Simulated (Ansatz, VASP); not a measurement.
## One calculation of B5Pt, two programs

The input INCAR:

```
ALGO = Normal
EDIFF = 1E-6
ENCUT = 520
GGA = PE
ISIF = 2
ISMEAR = 0
LASPH = T
LCHARG = T
LELF = T
LREAL = F
LVHAR = T
LWAVE = F
NBANDS = 22
NELM = 80
PREC = Accurate
SIGMA = 0.1
```

File KPOINTS:

```
k-points
0
Gamma
  6 6 6
```

Contents of POSCAR:

```
B5Pt
1.0
    0.0000000000      3.0978985400      3.0978985400
    3.0978985400      0.0000000000      3.0978985400
    3.0978985400      3.0978985400      0.0000000000
B Pt
5 1
Direct
    0.0825391900      0.0825391900      0.0825391900
    0.0825391900      0.0825391900      0.7523824200
    0.0825391900      0.7523824200      0.0825391900
    0.7523824200      0.0825391900      0.0825391900
    0.5000000000      0.5000000000      0.5000000000
    0.2500000000      0.2500000000      0.2500000000
```

Input for Ansatz:

```yaml
crystal:
  lattice:
    - [0.0, 3.09789854, 3.09789854]
    - [3.09789854, 0.0, 3.09789854]
    - [3.09789854, 3.09789854, 0.0]
  atoms:
    - { symbol: B, position: [0.08253919, 0.08253919, 0.08253919] }
    - { symbol: B, position: [0.08253919, 0.08253919, 0.75238242] }
    - { symbol: B, position: [0.08253919, 0.75238242, 0.08253919] }
    - { symbol: B, position: [0.75238242, 0.08253919, 0.08253919] }
    - { symbol: B, position: [0.5, 0.5, 0.5] }
    - { symbol: Pt, position: [0.25, 0.25, 0.25] }
basis:
  ecutwfc: 420
kpoints:
  mp_grid: { grid: [6, 6, 6] }
hamiltonian:
  xc: pbe
scf:
  occupations: { method: gaussian, width: 0.1 }
  lower_state_search: "off"
output:
  forces: true
  stress: true
  eigenvalues: true
```

Alike in both runs: task single point; functional PBE; k mesh 6 × 6 × 6; occupations gaussian, width 0.1 eV; no spin polarisation.

```csv
,VASP,Ansatz
version,VASP 6.6.1,Ansatz 0.2.0
potentials or method,"VASP PAW PBE potentials, release 64 (B, Pt), cutoff 520 eV","scalar-relativistic, plane waves, PAW"
valence electrons in the cell,25,33
```

```csv
,VASP,Ansatz,Ansatz less VASP
gap on the k mesh at the Fermi level (eV),none,none,-
rms of the force components (eV/Å),2.748,2.707,-0.0407
```

Atom by atom the forces differ by 0.041 eV/Å (rms over components). A gap of «none» marks a metal or a gap that the smearing closes. VASP's potentials hold 25 valence electrons a cell and Ansatz's 33, so a difference there can come from the potentials and not from the codes.

Neither program's run includes spin-orbit coupling.
